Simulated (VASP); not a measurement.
Wanted: the native input for a VASP 6.6.1 run.

```
Task                   : single point
Functional             : PBE
Potentials or basis    : VASP PAW PBE potentials, release 64 (Cl, Li_sv)
Cutoff                 : 520 eV
k mesh                 : 9 × 9 × 9
Occupations            : gaussian, width 0.014 eV
Spin                   : no spin polarisation
Dipole correction      : no
Further INCAR settings : ALGO = Normal; EDIFF = 1e-07; NBANDS = 12
```

The structure of LiCl lies in POSCAR:

```
LiCl
1.0
    0.0000000000      2.5647700000      2.5647700000
    2.5647700000      0.0000000000      2.5647700000
    2.5647700000      2.5647700000      0.0000000000
Cl Li
1 1
Direct
    0.5000000000      0.5000000000      0.5000000000
    0.0000000000      0.0000000000      0.0000000000
```

The input as run:

INCAR

```
SYSTEM = LiCl
  ALGO = Normal
  EDIFF = 1E-7
  ENCUT = 520
  GGA = PE
  ISIF = 2
  ISMEAR = 0
  LASPH = .True.
  LCHARG = .False.
  LREAL = .False.
  LWAVE = .False.
  NBANDS = 12
  NELM = 80
  PREC = Accurate
  SIGMA = 0.014
```

KPOINTS

```
k-points
0
Gamma
  9 9 9
  0 0 0
```

Potentials or basis: VASP PAW PBE potentials, release 64 (Cl, Li_sv).

Launch:

```console
$ cat potpaw_PBE.64/Cl/POTCAR potpaw_PBE.64/Li_sv/POTCAR > POTCAR
$ mpirun -np 1 vasp_std > vasp.out
```

It gave:

| Property | Result |
| --- | --- |
| Band gap on the k mesh | 6.34 eV, direct |

Wall time 26 s on 1 thread of Intel Xeon 6975P-C, on a shared host, peak memory 0.15 GiB.
